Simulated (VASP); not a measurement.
# Au (Fm-3m) in VASP: single point with r2SCAN

Aim: the single point of Au with r2SCAN.

All numbers are computed with VASP 6.6.1; they aren't measurements. Logs are shortened: lines on timing, memory, paths and dates and some standing lists are left out, and cuts for length are marked.

## Step 1: The cell of the first run

The structure is cubic, space group Fm-3m (No. 225). The conventional cell has a = 4.123 Å, b = 4.123 Å, c = 4.123 Å, α = 90.00°, β = 90.00°, γ = 90.00°. Au (site symmetry m-3m) has 12 Au at 2.92 Å within 3.8 Å.

## Step 2: Single point, r2SCAN

POSCAR reads:

```
Au
1.0
    0.0000000000      2.0615246515      2.0615246515
    2.0615246515      0.0000000000      2.0615246515
    2.0615246515      2.0615246515      0.0000000000
Au
1
Direct
    0.0000000000      0.0000000000      0.0000000000
```

INCAR.step1 reads:

```
PREC = Accurate ; ENCUT = 520
ISMEAR = -1 ; SIGMA = 0.1
LREAL = False ; LASPH = True
NELM = 80 ; NBANDS = 12
GGA = PE ; ALGO = Normal
EDIFF = 1E-4 ; LWAVE = True
LCHARG = False
```

INCAR.step2 reads:

```
PREC = Accurate ; ENCUT = 520
EDIFF = 1E-7 ; ISMEAR = -1
SIGMA = 0.1 ; LREAL = False
LASPH = True ; NELM = 80
ALGO = Normal ; ISIF = 2
LWAVE = False ; LCHARG = False
METAGGA = R2SCAN ; LMIXTAU = True
NBANDS = 12 ; ISTART = 1
```

KPOINTS reads:

```
regular mesh
0
Gamma
  22 22 22
```

Potentials or basis: VASP PAW PBE potentials, release 64 (Au).

Started as:

```sh
$ cat potpaw_PBE.64/Au/POTCAR > POTCAR
$ cp INCAR.step1 INCAR
$ mpirun -np 1 vasp_std > vasp.out
$ cp INCAR.step2 INCAR
$ mpirun -np 1 vasp_std > vasp.out
```

OUTCAR:

```text
PREC = Accurate
   ENCUT = 520
   EDIFF = 1E-7
   ISMEAR = -1
   LREAL = False
   LASPH = True
   NELM = 80
   ISIF = 2
   METAGGA = R2SCAN
   ISTART = 1

 ion  position               nearest neighbor table
   1  0.000  0.000  0.000-

  LATTYP: Found a face centered cubic cell.
 ALAT       =     4.1230493030

  Lattice vectors:

 A1 = (   0.0000000000,   2.0615246515,   2.0615246515)
 A2 = (   2.0615246515,   0.0000000000,   2.0615246515)
 A3 = (   2.0615246515,   2.0615246515,   0.0000000000)

Analysis of symmetry for initial positions (statically):
[... 33 lines left out ...]
                                     Primitive cell

  volume of cell :      17.5225

  direct lattice vectors                    reciprocal lattice vectors
     0.000000000  2.061524652  2.061524652    -0.242538938  0.242538938  0.242538938
     2.061524652  0.000000000  2.061524652     0.242538938 -0.242538938  0.242538938
     2.061524652  2.061524652  0.000000000     0.242538938  0.242538938 -0.242538938

  length of vectors
     2.915436121  2.915436121  2.915436121     0.420089764  0.420089764  0.420089764

  position of ions in fractional coordinates (direct lattice)
     0.000000000  0.000000000  0.000000000

  ion indices of the primitive-cell ions
   primitive index   ion index
                 1           1

----------------------------------------------------------------------------------------

 KPOINTS: regular mesh

Automatic generation of k-mesh.
 Grid dimensions read from file:
 generate k-points for:   22   22   22

 Generating k-lattice:

  Cartesian coordinates                     Fractional coordinates (reciprocal lattice)
    -0.011024497  0.011024497  0.011024497     0.045454545  0.000000000  0.000000000
     0.011024497 -0.011024497  0.011024497     0.000000000  0.045454545  0.000000000
     0.011024497  0.011024497 -0.011024497     0.000000000  0.000000000  0.045454545

  Length of vectors
     0.019094989  0.019094989  0.019094989

  Shift w.r.t. Gamma in fractional coordinates (k-lattice)
     0.000000000  0.000000000  0.000000000

 Subroutine IBZKPT returns following result:
 ===========================================

 Found    328 irreducible k-points:

 Following reciprocal coordinates:
            Coordinates               Weight
  0.000000  0.000000  0.000000      1.000000
  0.045455  0.000000  0.000000      8.000000
  0.090909  0.000000  0.000000      8.000000
  0.136364  0.000000  0.000000      8.000000
  0.181818  0.000000  0.000000      8.000000
  0.227273  0.000000  0.000000      8.000000
[... 16 lines left out ...]
  0.500000  0.045455  0.000000     24.000000
 -0.454545  0.045455  0.000000     24.000000
 [... further k-points ...]
   k-points           NKPTS =    328   k-points in BZ     NKDIM =    328   number of bands    NBANDS=     12
   number of dos      NEDOS =    301   number of ions     NIONS =      1
   total plane-waves  NPLWV =  13824
   dimension x,y,z NGX =    24 NGY =   24 NGZ =   24
   dimension x,y,z NGXF=    48 NGYF=   48 NGZF=   48
   ions per type =               1
   NGX,Y,Z   is equivalent  to a cutoff of  13.69, 13.69, 13.69 a.u.
   NGXF,Y,Z  is equivalent  to a cutoff of  27.37, 27.37, 27.37 a.u.
 SYSTEM =  unknown system
   PREC   = accura    normal or accurate (medium, high low for compatibility)
   ISTART =      1    job   : 0-new  1-cont  2-samecut
   ICHARG =      0    charge: 1-file 2-atom 10-const
   ISPIN  =      1    spin polarized calculation?
   LNONCOLLINEAR =      F non collinear calculations
   LSORBIT =      F    spin-orbit coupling
   LASPH  =      T    aspherical Exc in radial PAW
   ENCUT  =  520.0 eV  38.22 Ry    6.18 a.u.   5.42  5.42  5.42*2*pi/ulx,y,z
   NELM   =     80;   NELMIN=  2; NELMDL=  0     # of ELM steps
   EDIFF  = 0.1E-06   stopping-criterion for ELM
   LREAL  =      F    real-space projection
   EDIFFG = 0.1E-05   stopping-criterion for IOM
   NSW    =      0    number of steps for IOM
   IBRION =     -1    ionic relax: 0-MD 1-quasi-New 2-CG
   NFREE  =      0    steps in history (QN), initial steepest desc. (CG)
   ISIF   =      2    stress and relaxation
   ISYM   =      2    0-nonsym 1-usesym 2-fastsym
   POTIM  = 0.5000    time-step for ionic-motion
   TEBEG  =    0.0;   TEEND  =   0.0 temperature during run
   PSTRESS=    0.0 pullay stress
   NELECT =      11.0000    total number of electrons
   NUPDOWN=      -1.0000    fix difference up-down
   EMIN   =  10.00;   EMAX   =-10.00  energy-range for DOS
   EFERMI =   0.00;   METHOD = LEGACY
   ISMEAR =    -1;   SIGMA  =   0.10  broadening in eV -4-tet -1-fermi 0-gaus
   EFERMI_NEDOS =   21; number of points for ismear=-14 and -15
   IALGO  =     38    algorithm
   IMIX   =      4    mixing-type and parameters
     AMIX     =   0.40;   BMIX     =  1.00
     AMIX_MAG =   1.60;   BMIX_MAG =  1.00
  volume/ion in A,a.u.               =      17.52       118.25
  Fermi-wavevector in a.u.,A,eV,Ry     =   1.401761  2.648944 26.734535  1.964933
  Thomas-Fermi vector in A             =   2.524590
   LORBIT       =      0    0 simple, 1 ext, 2 COOP (PROOUT), +10 PAW based schemes
   METAGGA = R2SCAN    functional components
   LHFCALC =     F    Hartree Fock is set to
   AEXX    =    0.0000 exact exchange contribution
   IVDW    =     0    specifies the selected vdW correction
   LEPSILON=     F    determine dielectric tensor
   LRPA    =     F    only Hartree local field effects (RPA)
 non-spin polarized calculation
  energy-cutoff  :      520.00
  volume of cell :       17.52
 maximum number of plane-waves:       495
 NGX is ok and might be reduce to    24
   NGX = 11   NGY = 11   NGZ = 11

 number of electron      11.0000001 magnetization

 Free energy of the ion-electron system (eV)
  ---------------------------------------------------
  ext. energy  EPLUGINS =         0.00000000
  ---------------------------------------------------
  free energy    TOTEN  =       -50.60023268 eV

  energy without entropy =      -50.59214912  energy(sigma->0) =      -50.59619090

 E-fermi :   8.8854     XC(G=0): -13.4322

 val. band max:        8.8140948021   @ k =   0.5000   0.2273   0.0909
 cond. band min:       8.9077834639   @ k =   0.5000   0.3636   0.1364
 fundamental gap:      0.0936886618
 Fermi energy:         8.8854194567

 k-point     1 :       0.0000    0.0000    0.0000
  band No.  band energies     occupation
      1      -0.9197      2.00000
      2       4.0731      2.00000
      3       4.0731      2.00000
      4       4.0731      2.00000
      5       5.5317      2.00000
      6       5.5317      2.00000
      7      24.2232      0.00000
      8      28.1465      0.00000
      9      28.1465      0.00000
     10      28.1465      0.00000
     11      33.3297      0.00000
     12      37.4884      0.00000

 k-point     2 :       0.0455    0.0000    0.0000
  band No.  band energies     occupation
      1      -0.8465      2.00000
      2       4.0501      2.00000
      3       4.0980      2.00000
      4       4.0980      2.00000
      5       5.5205      2.00000
      6       5.5205      2.00000
      7      24.3052      0.00000
      8      27.6375      0.00000
      9      28.2274      0.00000
     10      28.2274      0.00000
     11      33.7560      0.00000
     12      36.4875      0.00000

 k-point     3 :       0.0909    0.0000    0.0000
  band No.  band energies     occupation
      1      -0.6305      2.00000
      2       3.9890      2.00000
      3       4.1668      2.00000
      4       4.1668      2.00000
      5       5.4943      2.00000
      6       5.4943      2.00000
      7      24.5085      0.00000
      8      26.4815      0.00000
      9      28.4593      0.00000
     10      28.4593      0.00000
     11      33.8662      0.00000
     12      36.0156      0.00000

 k-point     4 :       0.1364    0.0000    0.0000
  band No.  band energies     occupation
      1      -0.2855      2.00000
      2       3.9126      2.00000
      3       4.2582      2.00000
      4       4.2582      2.00000
      5       5.4760      2.00000
      6       5.4760      2.00000
      7      24.4364      0.00000
      8      25.3849      0.00000
      9      28.8049      0.00000
     10      28.8049      0.00000
     11      32.7095      0.00000
     12      34.9222      0.00000

 k-point     5 :       0.1818    0.0000    0.0000
  band No.  band energies     occupation
      1       0.1596      2.00000
      2       3.8629      2.00000
      3       4.3344      2.00000
      4       4.3344      2.00000
      5       5.5043      2.00000
      6       5.5043      2.00000
      7      23.0670      0.00000
      8      25.3631      0.00000
      9      29.1782      0.00000
     10      29.1782      0.00000
     11      31.7249      0.00000
     12      33.7875      0.00000
[... 228 lines left out ...]
      1       1.5813      2.00000
      2       4.0744      2.00000
      3       4.1643      2.00000
      4       5.7328      2.00000
      5       6.5618      2.00000
      6       6.8875      2.00000
      7      14.5987      0.00000
      8      24.1244      0.00000
      9      26.6878      0.00000
     10      27.3589      0.00000
     11      33.8189      0.00000
     12      33.8658      0.00000

 k-point    22 :       0.4545    0.0455    0.0000
  band No.  band energies     occupation
      1       1.5883      2.00000
      2       4.0204      2.00000
      3       4.1058      2.00000
      4       6.2015      2.00000
      5       6.6905      2.00000
      6       7.7259      1.99998
      7      13.0200      0.00000
      8      23.8794      0.00000
      9      26.4249      0.00000
     10      26.7092      0.00000
     11      34.1638      0.00000
     12      34.3483      0.00000

 k-point    23 :       0.5000    0.0455    0.0000
  band No.  band energies     occupation
      1       1.5849      2.00000
      2       3.9978      2.00000
      3       4.0741      2.00000
      4       6.4105      2.00000
      5       6.7259      2.00000
      6       8.4775      1.96672
      7      11.9747      0.00000
      8      23.7633      0.00000
      9      26.3012      0.00000
     10      26.4033      0.00000
     11      34.3774      0.00000
     12      34.4753      0.00000

 k-point    24 :      -0.4545    0.0455    0.0000
  band No.  band energies     occupation
      1       1.5863      2.00000
      2       4.0088      2.00000
      3       4.0738      2.00000
      4       6.4195      2.00000
      5       6.6595      2.00000
      6       8.2963      1.99449
      7      12.2228      0.00000
      8      23.7824      0.00000
      9      26.1571      0.00000
     10      26.6525      0.00000
     11      34.3167      0.00000
     12      34.3996      0.00000

 [... further k-points ...]
[... 5 lines left out ...]
  --------------------------------------------------------------------------------------
  -------------------------------------------------------------------------------------
  Total        0.0499713      0.0499713      0.0499713     -0.0000000     -0.0000000      0.0000000
  in kB        4.5691528      4.5691528      4.5691528     -0.0000000     -0.0000000      0.0000000
  external PRESSURE =       4.5691528 kB  Pullay stress =       0.0000000 kB

 VOLUME and BASIS-vectors are now :
 -----------------------------------------------------------------------------
  energy-cutoff  :      520.00
  volume of cell :       17.52
      direct lattice vectors                 reciprocal lattice vectors
     0.000000000  2.061524652  2.061524652    -0.242538938  0.242538938  0.242538938
     2.061524652  0.000000000  2.061524652     0.242538938 -0.242538938  0.242538938
     2.061524652  2.061524652  0.000000000     0.242538938  0.242538938 -0.242538938

 POSITION                                       TOTAL-FORCE (eV/Angst)
 -----------------------------------------------------------------------------------
      0.00000      0.00000      0.00000         0.000000     -0.000000      0.000000
 -----------------------------------------------------------------------------------
    total drift:                               -0.000000      0.000000      0.000000

  FREE ENERGIE OF THE ION-ELECTRON SYSTEM (eV)
  ---------------------------------------------------
  free  energy   TOTEN  =       -50.6002326836 eV

  energy  without entropy=      -50.5921491222  energy(sigma->0) =      -50.59619090
```

It took 2.4 min on 1 thread of Intel Xeon 6975P-C (Granite Rapids), shared host; peak memory 0.19 GiB.

What came out:

| Item | Value |
| --- | --- |
| Free energy | -50.6002 eV |
| Pressure | 0.5 GPa |

Levels at points of the mesh, in eV from the Fermi level:
| k point | band 2 | band 3 | band 4 | band 5 | band 6 | band 7 | band 8 | band 9 | band 10 | band 11 |
| --- | --- | --- | --- | --- | --- | --- | --- | --- | --- | --- |
| (0.00, 0.00, 0.00) | -4.81 | -4.81 | -4.81 | -3.35 | -3.35 | 15.34 | 19.26 | 19.26 | 19.26 | 24.44 |
| (0.50, 0.00, 0.00) | -4.86 | -4.86 | -2.16 | -2.16 | -0.68 | 3.01 | 14.82 | 17.69 | 17.69 | 25.48 |
| (0.50, 0.50, 0.00) | -6.83 | -2.22 | -1.84 | -1.84 | 1.25 | 5.76 | 10.42 | 10.42 | 17.74 | 20.18 |

Caveat: the PAW data sets were made with another functional, which shifts forces and pressure a little; spin-orbit coupling is left out, which moves the levels of the heavy elements.
